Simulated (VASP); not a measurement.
# BiTe: single point with PBE

BiTe:

```
CELL_PARAMETERS angstrom
0.00000 3.26703 3.26703
3.26703 0.00000 3.26703
3.26703 3.26703 0.00000
ATOMIC_POSITIONS crystal
Bi 0.00000 0.00000 0.00000
Te 0.50000 0.50000 0.50000
```

```json
{
 "Program": "VASP 6.6.1",
 "Task": "single point",
 "Functional": "PBE",
 "Potentials or basis": "VASP PAW PBE potentials, release 64 (Bi_d, Te)",
 "Cutoff": "500 eV",
 "k mesh": "8 × 8 × 8",
 "Occupations": "fermi-dirac, width 0.05 eV",
 "Spin": "no spin polarisation"
}
```

| Quantity | Value |
| --- | --- |
| Pressure | -0.8 GPa |

Levels at points of the mesh, in eV from the Fermi level:
| k point | band 8 | band 9 | band 10 | band 11 | band 12 | band 13 |
| --- | --- | --- | --- | --- | --- | --- |
| (0.00, 0.00, 0.00) | -2.47 | -2.47 | -2.47 | 2.10 | 2.10 | 2.10 |
| (0.50, 0.00, 0.00) | -1.86 | -1.86 | -1.60 | -0.80 | -0.57 | -0.57 |
| (0.50, 0.50, 0.00) | -5.46 | -3.87 | -3.87 | 2.36 | 3.46 | 3.46 |

Wall time 76 s on 1 thread of Intel Xeon 8259CL, on a shared host, peak memory 0.22 GiB.

Caveat: spin-orbit coupling is left out, which moves the levels of the heavy elements.
